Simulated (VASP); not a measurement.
RbBr:

```
Rb Br
1.0
     4.19290    0.00000    0.00000
     0.00000    4.19290    0.00000
     0.00000    0.00000    4.19290
Rb Br
1 1
Direct
  0.00000 0.00000 0.00000
  0.50000 0.50000 0.50000
```

| Item | Value |
| --- | --- |
| Program | VASP 6.6.1 |
| Task | relaxation of cell and atoms |
| Functional | LDA |
| Potentials or basis | VASP PAW LDA potentials, release 64 (Rb_sv, Br) |
| Cutoff | 600 eV |
| k mesh | 6 × 6 × 6 |
| Occupations | fermi-dirac, width 0.02 eV |
| Spin | no spin polarisation |

At the start: pressure -2.4 GPa; volume 36.86 Å³/atom.

Where does the relaxation end?

Over 18 steps the energy falls by 49.5 meV/atom and the volume is 31.36 Å³/atom (-14.9 %); space group Pm-3m (No. 221, to 0.1 Å) before and after.

Step by step:
```tsv
step	energy change (eV)	largest force (eV/Å)	pressure (GPa)	volume (Å³)
1	0.0000	0.0000	-2.43	73.71
2	-0.0726	0.0000	-1.48	67.91
3	-0.0985	0.0000	-0.24	63.35
4	-0.0990	0.0000	0.03	62.57
5	-0.0990	0.0000	-0.04	62.78
6	-0.0990	0.0000	-0.05	62.78
7	-0.0990	0.0000	-0.06	62.78
8	-0.0990	0.0000	-0.04	62.78
9	-0.0990	0.0000	-0.04	62.78
10	-0.0990	0.0000	-0.04	62.78
11	-0.0990	0.0000	-0.04	62.78
12	-0.0990	0.0000	-0.04	62.78
13	-0.0990	0.0000	-0.05	62.78
14	-0.0990	0.0000	-0.05	62.77
15	-0.0990	0.0000	-0.05	62.77
16	-0.0990	0.0000	-0.04	62.76
17	-0.0990	0.0000	-0.03	62.75
18	-0.0990	0.0000	-0.02	62.72
```

Final structure:
```cif
data_structure
_symmetry_space_group_name_H-M 'P 1'
_symmetry_Int_Tables_number 1
_cell_length_a 3.9731
_cell_length_b 3.9731
_cell_length_c 3.9731
_cell_angle_alpha 90.000
_cell_angle_beta 90.000
_cell_angle_gamma 90.000
_cell_volume 62.72
loop_
_atom_site_label
_atom_site_type_symbol
_atom_site_fract_x
_atom_site_fract_y
_atom_site_fract_z
_atom_site_occupancy
Rb1 Rb 0.00000 0.00000 0.00000 1
Br1 Br 0.50000 0.50000 0.50000 1
```
